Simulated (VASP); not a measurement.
# Al27H (a cell with a defect) in VASP: single point with PBE

Aim: the single point of Al27H (a cell with a defect) with PBE.

Everything below comes from runs of VASP 6.6.1. Logs are shortened: lines on timing, memory, paths and dates and some standing lists are left out, and cuts for length are marked.

### 1 The cell of the first run

The cell holds a defect, 28 atoms: a = 8.574 Å, b = 8.574 Å, c = 8.574 Å, α = 60.00°, β = 60.00°, γ = 60.00°.

### 2 Single point, PBE (with an interstitial atom, then relaxed in part)

File INCAR:

```
  ALGO = Fast
  EDIFF = 1E-6
  ENCUT = 520
  GGA = PE
  ISIF = 2
  ISMEAR = 0
  LASPH = True
  LCHARG = True
  LELF = True
  LREAL = Auto
  LVHAR = True
  LWAVE = False
  NBANDS = 61
  NELM = 60
  PREC = Accurate
  SIGMA = 0.1
```

File KPOINTS:

```
k-points
0
Gamma
  3 3 3
```

File POSCAR:

```
Al27H
1.0
    6.0624313821      0.0000000000     -6.0624313821
    0.0000000000      6.0624313821     -6.0624313821
    6.0624313821      6.0624313821      0.0000000000
Al H
27 1
Direct
    0.6671559242      0.6666923735     -0.0012150974
    0.6671487215      0.6666818936      0.3343305498
    0.6640629759      0.6635668905      0.6696857644
    0.6674366024      0.3327768674      1.0004813885
    0.6671635445      0.3310978388      0.3343580357
    0.6674376260      0.3327945059      0.6662822022
    0.6674494754     -0.0013822817      0.0004694174
    0.6640517634      0.0019824862      0.3312717269
    0.6640154787      0.0020196815      0.6697236878
    0.3332615525      0.6669762045      1.0004588884
    0.3316215088      0.6666802651      0.3343349553
    0.3332644701      0.6669786365      0.6662789874
    0.3332616557      0.3327827892      0.0004724623
    0.3332827586      0.3327840376      0.3346378874
    0.3332700743      0.3327945903      0.6662801378
    0.3332326085     -0.0013852340      0.0004845185
    0.3332481651     -0.0013927826      0.3346514759
    0.3349015136     -0.0010705439      0.6665754770
   -0.0009134324      0.6669773533      0.0004594194
    0.0025091181      0.6635249179      0.3312306427
    0.0024874874      0.6635399603      0.6697136366
   -0.0009153541      0.3327614809      0.0004969553
   -0.0009228272      0.3327685216      0.3346402053
   -0.0006299208      0.3344878175      0.6665603920
   -0.0006340200     -0.0010935978      0.0021443387
    0.0024230834      0.0019356439      0.3313182827
   -0.0006233008     -0.0010770791      0.6665754707
    0.8331242426      0.8327126862      0.5005685839
```

Potentials or basis: VASP PAW PBE potentials, release 64 (Al, H).

Run with:

```sh
cat potpaw_PBE.64/Al/POTCAR potpaw_PBE.64/H/POTCAR > POTCAR
mpirun -np 1 vasp_std > vasp.out
```

OUTCAR:

```text
EDIFF = 1E-6
   ENCUT = 520
   GGA = PE
   ISIF = 2
   ISMEAR = 0
   LASPH = True
   LREAL = Auto
   NELM = 60
   PREC = Accurate

 ion  position               nearest neighbor table
   1  0.667  0.667  0.999-   9 2.85  21 2.85   3 2.85  19 2.85   7 2.85  10 2.85  16 2.85   4 2.85
                            22 2.85   2 2.88  11 2.88   5 2.88
   2  0.667  0.667  0.334-   8 2.85  20 2.85   3 2.85   7 2.85  19 2.85  17 2.85  12 2.85   6 2.85
                            23 2.85  11 2.88   1 2.88   5 2.88
   3  0.664  0.664  0.670-  28 2.05   6 2.84  10 2.84   4 2.84  12 2.84  24 2.85   1 2.85   2 2.85
                            18 2.85   8 2.90  21 2.90   9 2.90  20 2.90
   4  0.667  0.333  0.000-   8 2.84   3 2.84  22 2.84  25 2.85   5 2.85   1 2.85  24 2.85  14 2.86
                             7 2.86  13 2.87  10 2.87   6 2.87
   5  0.667  0.331  0.334-  26 2.85   8 2.85   9 2.85  23 2.85  22 2.85  14 2.85   4 2.85  15 2.85
                             6 2.85  11 2.88   2 2.88   1 2.88
   6  0.667  0.333  0.666-   9 2.84   3 2.84  23 2.84  27 2.85   5 2.85  24 2.85   2 2.85  15 2.87
                            12 2.87   7 2.87  13 2.87   4 2.87
   7  0.667  0.999  0.000-   9 2.84   8 2.84  19 2.84   2 2.85  25 2.85  27 2.85   1 2.85   4 2.86
                            13 2.87   6 2.87  17 2.87  16 2.87
   8  0.664  0.002  0.331-  28 2.05  14 2.84   7 2.84   4 2.84  17 2.84   5 2.85  25 2.85   2 2.85
                            18 2.85  26 2.90   3 2.90   9 2.90  20 2.90
   9  0.664  0.002  0.670-  28 2.05  15 2.84   7 2.84   6 2.84  16 2.84   1 2.85   5 2.85  18 2.85
[... 22 lines left out ...]
                            11 2.85  26 2.90   3 2.90   8 2.90  21 2.90
  21  0.002  0.664  0.670-  28 2.05  15 2.84  19 2.84  12 2.84  22 2.84  24 2.85   1 2.85  11 2.85
                            27 2.85  26 2.90   3 2.90   9 2.90  20 2.90
  22  0.999  0.333  0.000-  21 2.84  26 2.84   4 2.84  25 2.85   5 2.85   1 2.85  24 2.85  23 2.86
                            16 2.86  13 2.87  19 2.87  15 2.87
  23  0.999  0.333  0.335-  20 2.84  26 2.84   6 2.84   5 2.85  27 2.85   2 2.85  24 2.85  22 2.86
                            17 2.86  13 2.87  19 2.87  14 2.87
  24  0.999  0.334  0.667-  20 2.85  21 2.85   3 2.85  15 2.85  14 2.85   6 2.85  23 2.85   4 2.85
                            22 2.85  18 2.88  27 2.88  25 2.88
  25  0.999  0.999  0.002-  26 2.85   8 2.85  20 2.85  22 2.85  16 2.85   7 2.85   4 2.85  19 2.85
                            10 2.85  18 2.88  27 2.88  24 2.88
  26  0.002  0.002  0.331-  28 2.05  23 2.84  16 2.84  22 2.84  17 2.84   5 2.85  25 2.85  11 2.85
                            27 2.85   8 2.90  21 2.90   9 2.90  20 2.90
  27  0.999  0.999  0.667-  26 2.85   9 2.85  21 2.85  23 2.85  17 2.85   6 2.85   7 2.85  19 2.85
                            12 2.85  18 2.88  24 2.88  25 2.88
  28  0.833  0.833  0.501-   3 2.05   8 2.05   9 2.05  21 2.05  26 2.05  20 2.05

  LATTYP: Found a face centered cubic cell.
 ALAT       =    12.1248627642

  Lattice vectors:

 A1 = (   6.0624313821,   0.0000000000,  -6.0624313821)
 A2 = (   0.0000000000,   6.0624313821,  -6.0624313821)
 A3 = (   6.0624313821,   6.0624313821,   0.0000000000)

Analysis of symmetry for initial positions (statically):
=====================================================================
 Subroutine PRICEL returns:
 Original cell was already a primitive cell.

 Routine SETGRP: Setting up the symmetry group for a
 face centered cubic supercell.

 Subroutine GETGRP returns: Found  1 space group operations
 (whereof  1 operations were pure point group operations)
 out of a pool of 48 trial point group operations.

The static configuration has the point symmetry C_1 .

Analysis of symmetry for dynamics (positions and initial velocities):
=====================================================================
 Subroutine PRICEL returns:
 Original cell was already a primitive cell.

 Routine SETGRP: Setting up the symmetry group for a
 face centered cubic supercell.

 Subroutine GETGRP returns: Found  1 space group operations
 (whereof  1 operations were pure point group operations)
 out of a pool of 48 trial point group operations.

The dynamic configuration has the point symmetry C_1 .

 Subroutine INISYM returns: Found  1 space group operations
 (whereof  1 operations are pure point group operations),
 and found     1 'primitive' translations

----------------------------------------------------------------------------------------

                                     Primitive cell

  volume of cell :     445.6260

  direct lattice vectors                    reciprocal lattice vectors
     6.062431382  0.000000000 -6.062431382     0.082475160 -0.082475160 -0.082475160
     0.000000000  6.062431382 -6.062431382    -0.082475160  0.082475160 -0.082475160
     6.062431382  6.062431382  0.000000000     0.082475160  0.082475160  0.082475160

  length of vectors
     8.573572682  8.573572682  8.573572682     0.142851168  0.142851168  0.142851168

  position of ions in fractional coordinates (direct lattice)
     0.667155924  0.666692373  0.998784903
     0.667148721  0.666681894  0.334330550
     0.664062976  0.663566891  0.669685764
     0.667436602  0.332776867  0.000481388
     0.667163544  0.331097839  0.334358036
     0.667437626  0.332794506  0.666282202
[... 20 lines left out ...]
     0.999376699  0.998922921  0.666575471
     0.833124243  0.832712686  0.500568584

  ion indices of the primitive-cell ions
   primitive index   ion index
                 1           1
                 2           2
                 3           3
                 4           4
                 5           5
                 6           6
[... 20 lines left out ...]
                27          27
                28          28

----------------------------------------------------------------------------------------

 KPOINTS: k-points

Automatic generation of k-mesh.
 Grid dimensions read from file:
 generate k-points for:    3    3    3

 Generating k-lattice:

  Cartesian coordinates                     Fractional coordinates (reciprocal lattice)
     0.027491720 -0.027491720 -0.027491720     0.333333333  0.000000000  0.000000000
    -0.027491720  0.027491720 -0.027491720     0.000000000  0.333333333  0.000000000
     0.027491720  0.027491720  0.027491720     0.000000000  0.000000000  0.333333333

  Length of vectors
     0.047617056  0.047617056  0.047617056

  Shift w.r.t. Gamma in fractional coordinates (k-lattice)
     0.000000000  0.000000000  0.000000000

 Subroutine IBZKPT returns following result:
 ===========================================

 Found     14 irreducible k-points:

 Following reciprocal coordinates:
            Coordinates               Weight
  0.000000  0.000000  0.000000      1.000000
  0.333333  0.000000  0.000000      2.000000
  0.000000  0.333333  0.000000      2.000000
  0.000000  0.000000  0.333333      2.000000
  0.333333  0.333333  0.333333      2.000000
  0.333333  0.333333  0.000000      2.000000
  0.000000  0.333333  0.333333      2.000000
  0.333333  0.000000  0.333333      2.000000
 -0.333333  0.333333  0.000000      2.000000
  0.000000 -0.333333  0.333333      2.000000
  0.333333  0.000000 -0.333333      2.000000
  0.333333  0.333333 -0.333333      2.000000
 -0.333333  0.333333 -0.333333      2.000000
  0.333333 -0.333333 -0.333333      2.000000
   k-points           NKPTS =     14   k-points in BZ     NKDIM =     14   number of bands    NBANDS=     61
   number of dos      NEDOS =    301   number of ions     NIONS =     28
   total plane-waves  NPLWV = 262144
   dimension x,y,z NGX =    64 NGY =   64 NGZ =   64
   dimension x,y,z NGXF=   128 NGYF=  128 NGZF=  128
   ions per type =              27   1
   NGX,Y,Z   is equivalent  to a cutoff of  12.41, 12.41, 12.41 a.u.
   NGXF,Y,Z  is equivalent  to a cutoff of  24.82, 24.82, 24.82 a.u.
 SYSTEM =  unknown system
   PREC   = accura    normal or accurate (medium, high low for compatibility)
   ISTART =      0    job   : 0-new  1-cont  2-samecut
   ICHARG =      2    charge: 1-file 2-atom 10-const
   ISPIN  =      1    spin polarized calculation?
   LNONCOLLINEAR =      F non collinear calculations
   LSORBIT =      F    spin-orbit coupling
   LASPH  =      T    aspherical Exc in radial PAW
   ENCUT  =  520.0 eV  38.22 Ry    6.18 a.u.  15.94 15.94 15.94*2*pi/ulx,y,z
   NELM   =     60;   NELMIN=  2; NELMDL= -5     # of ELM steps
   EDIFF  = 0.1E-05   stopping-criterion for ELM
   LREAL  =      T    real-space projection
   EDIFFG = 0.1E-04   stopping-criterion for IOM
   NSW    =      0    number of steps for IOM
   IBRION =     -1    ionic relax: 0-MD 1-quasi-New 2-CG
   NFREE  =      0    steps in history (QN), initial steepest desc. (CG)
   ISIF   =      2    stress and relaxation
   ISYM   =      2    0-nonsym 1-usesym 2-fastsym
   POTIM  = 0.5000    time-step for ionic-motion
   TEBEG  =    0.0;   TEEND  =   0.0 temperature during run
   PSTRESS=    0.0 pullay stress
   NELECT =      82.0000    total number of electrons
   NUPDOWN=      -1.0000    fix difference up-down
   EMIN   =  10.00;   EMAX   =-10.00  energy-range for DOS
   EFERMI =   0.00;   METHOD = LEGACY
   ISMEAR =     0;   SIGMA  =   0.10  broadening in eV -4-tet -1-fermi 0-gaus
   EFERMI_NEDOS =   21; number of points for ismear=-14 and -15
   IALGO  =     68    algorithm
   IMIX   =      4    mixing-type and parameters
     AMIX     =   0.40;   BMIX     =  1.00
     AMIX_MAG =   1.60;   BMIX_MAG =  1.00
  volume/ion in A,a.u.               =      15.92       107.40
  Fermi-wavevector in a.u.,A,eV,Ry     =   0.931156  1.759630 11.796961  0.867052
  Thomas-Fermi vector in A             =   2.057620
   LORBIT       =      0    0 simple, 1 ext, 2 COOP (PROOUT), +10 PAW based schemes
   GGA     = PE    functional components
   LHFCALC =     F    Hartree Fock is set to
   AEXX    =    0.0000 exact exchange contribution
   IVDW    =     0    specifies the selected vdW correction
   LEPSILON=     F    determine dielectric tensor
   LRPA    =     F    only Hartree local field effects (RPA)
 non-spin polarized calculation
 RMM-DIIS sequential band-by-band and
 Gauss-broadening in eV      SIGMA  =   0.10
  energy-cutoff  :      520.00
  volume of cell :      445.63
 maximum number of plane-waves:     12039
   NGX = 31   NGY = 31   NGZ = 31

 number of electron      82.0000000 magnetization

 Free energy of the ion-electron system (eV)
  ---------------------------------------------------
  ext. energy  EPLUGINS =         0.00000000
  ---------------------------------------------------
  free energy    TOTEN  =      -103.03250810 eV

  energy without entropy =     -102.94943429  energy(sigma->0) =     -102.99097120

 E-fermi :   7.9965     XC(G=0): -10.2222

 val. band max:        7.9927333506   @ k =   0.0000  -0.3333   0.3333
 cond. band min:       8.0204888512   @ k =   0.3333   0.3333  -0.3333
 fundamental gap:      0.0277555006
 Fermi energy:         7.9965176192

 k-point     1 :       0.0000    0.0000    0.0000
  band No.  band energies     occupation
      1      -3.2909      2.00000
      2      -1.3104      2.00000
      3      -0.1541      2.00000
      4      -0.1540      2.00000
      5      -0.1537      2.00000
      6      -0.1253      2.00000
[... 773 lines left out ...]
     52       9.8627      0.00000
     53      10.1822      0.00000
 [bands above 53 left out]

------------------------ aborting loop because EDIFF is reached ----------------------------------------

  FORCE on cell =-STRESS in cart. coord.  units (eV):
  Direction    XX          YY          ZZ          XY          YZ          ZX
  --------------------------------------------------------------------------------------
  -------------------------------------------------------------------------------------
  Total        1.9871760      1.9895372      1.9863364     -0.0021283     -0.0015673     -0.0003820
  in kB        7.1445753      7.1530646      7.1415567     -0.0076518     -0.0056350     -0.0013734
  external PRESSURE =       7.1463989 kB  Pullay stress =       0.0000000 kB

 VOLUME and BASIS-vectors are now :
 -----------------------------------------------------------------------------
  energy-cutoff  :      520.00
  volume of cell :      445.63
      direct lattice vectors                 reciprocal lattice vectors
     6.062431382  0.000000000 -6.062431382     0.082475160 -0.082475160 -0.082475160
     0.000000000  6.062431382 -6.062431382    -0.082475160  0.082475160 -0.082475160
     6.062431382  6.062431382  0.000000000     0.082475160  0.082475160  0.082475160

 POSITION                                       TOTAL-FORCE (eV/Angst)
 -----------------------------------------------------------------------------------
     10.09965     10.09684     -8.08636        -0.001561     -0.000628     -0.000787
      6.07140      6.06857     -8.08626         0.000544     -0.000703     -0.003286
      8.08576      8.08275     -8.04866         0.002201      0.000759      0.002484
      4.04921      2.02036     -6.06373        -0.000380     -0.000304     -0.000190
      6.07166      4.03428     -6.05189        -0.000516     -0.002958     -0.000579
      8.08558      6.05683     -6.06384         0.004258     -0.000716     -0.001140
[... 20 lines left out ...]
     10.09972     10.09697    -12.11455         0.000452      0.000753      0.000742
      8.08542      8.08293    -10.09902         0.000111     -0.000400     -0.000293
 -----------------------------------------------------------------------------------
    total drift:                                0.002637      0.008084      0.000295

  FREE ENERGIE OF THE ION-ELECTRON SYSTEM (eV)
  ---------------------------------------------------
  free  energy   TOTEN  =      -103.0325081045 eV

  energy  without entropy=     -102.9494342943  energy(sigma->0) =     -102.99097120
```

Run time: 4.9 min. Hardware: 1 thread of Intel Xeon 6975P-C (Granite Rapids), shared host; peak memory 0.67 GiB.

Results:

```yaml
Free_energy: -103.0325 eV
Pressure: 0.7 GPa
Largest_force: 0.005 eV/Å
Band_gap_on_the_k_mesh: zero (bands 41 and 42 overlap by 0.82 eV)
```

Forces in eV/Å, atoms in the order of the input:
```
Al  -0.002 -0.001 -0.001
Al   0.001 -0.001 -0.003
Al   0.002  0.001  0.002
Al   0.000  0.000  0.000
Al  -0.001 -0.003 -0.001
Al   0.004 -0.001 -0.001
Al  -0.001  0.000 -0.001
Al  -0.003  0.000 -0.002
Al   0.002 -0.001  0.003
Al   0.000  0.000  0.000
Al  -0.002 -0.001  0.000
Al   0.000  0.005  0.000
Al   0.002  0.001  0.002
Al  -0.001 -0.001  0.002
Al   0.000 -0.001  0.004
Al  -0.001  0.000 -0.001
Al  -0.002  0.003 -0.001
Al   0.001  0.001  0.000
Al   0.000 -0.001 -0.001
Al  -0.001  0.000 -0.002
Al   0.000  0.001  0.003
Al   0.000  0.000 -0.001
Al   0.002 -0.001 -0.001
Al   0.001  0.000  0.001
Al   0.000  0.000  0.001
Al  -0.001  0.000 -0.005
Al   0.000  0.001  0.001
H    0.000  0.000  0.000
```

Caveat: the cell differs from its parent crystal (with an interstitial atom, then relaxed in part).
